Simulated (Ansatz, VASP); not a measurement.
## SbI2: VASP beside Ansatz

```
CELL_PARAMETERS angstrom
-2.32563 2.32563 4.86067
2.32563 -2.32563 4.86067
2.32563 2.32563 -4.86067
ATOMIC_POSITIONS crystal
Sb 0.00000 0.00000 0.00000
I 0.67114 0.67114 0.00000
I 0.32886 0.32886 0.00000
```

Alike in both runs: functional PBE; k mesh 6 × 6 × 6; occupations gaussian, width 0.1 eV; no spin polarisation.

Ansatz relaxed the structure, and its values are those at the end. VASP's run is a single point on that final structure, the one shown.

```csv
,VASP,Ansatz
version,VASP 6.6.1,Ansatz 0.2.0
potentials or method,"VASP PAW PBE potentials, release 64 (Sb, I), cutoff 520 eV","scalar-relativistic, plane waves, PAW"
valence electrons in the cell,19,49
```

|  | VASP | Ansatz | Ansatz less VASP |
| --- | --- | --- | --- |
| gap on the k mesh at the Fermi level (eV) | none | none | - |
| pressure (GPa) | -0.3 | -0.2 | +0.06 |
| rms of the force components (eV/Å) | 0.002 | 0.003 | +0.0010 |

A gap of «none» marks a metal or a gap that the smearing closes. VASP's potentials hold 19 valence electrons a cell and Ansatz's 49, so a difference there can come from the potentials and not from the codes.

Neither program's run includes spin-orbit coupling.
